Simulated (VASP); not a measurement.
Al2Pt, 3 atoms in the cell. Symmetry: Fm-3m, No. 225, cubic system. Conventional cell: a = 5.946 Å, b = 5.946 Å, c = 5.946 Å, α = 90.00°, β = 90.00°, γ = 90.00°. Within 3.4 Å of Al (site symmetry -43m) lie 4 Pt at 2.57 Å and 6 Al at 2.97 Å. Within 3.4 Å of Pt (site symmetry m-3m) lie 8 Al at 2.57 Å. 

```yaml
Program: VASP 6.6.1
Task: relaxation of cell and atoms
Functional: LDA
Potentials_or_basis: VASP PAW LDA potentials, release 64 (Al, Pt)
Cutoff: 500 eV
k_mesh: 12 × 12 × 12
Occupations: gaussian, width 0.1 eV
Spin: no spin polarisation
Dipole_correction: no
Further_INCAR_settings: ALGO = Normal; EDIFF = 1e-07; IBRION = 2; EDIFFG = -0.005; NSW = 70; ISIF = 3
```

Potentials or basis: VASP PAW LDA potentials, release 64 (Al, Pt).

Command:

```console
$ cat potpaw_LDA.64/Al/POTCAR potpaw_LDA.64/Pt/POTCAR > POTCAR
$ mpirun -np 1 vasp_std > vasp.out
```

Hardware: 1 thread of AMD EPYC 7R43 64-Core Processor (Zen 3) (shared host).

Q: Estimate the wall time of this run.

A: It took 3.4 min on 1 thread of AMD EPYC 7R43 64-Core Processor (Zen 3) (shared host), peak memory 0.16 GiB. Counts: scf iterations 47, k points 72, ion steps 6.
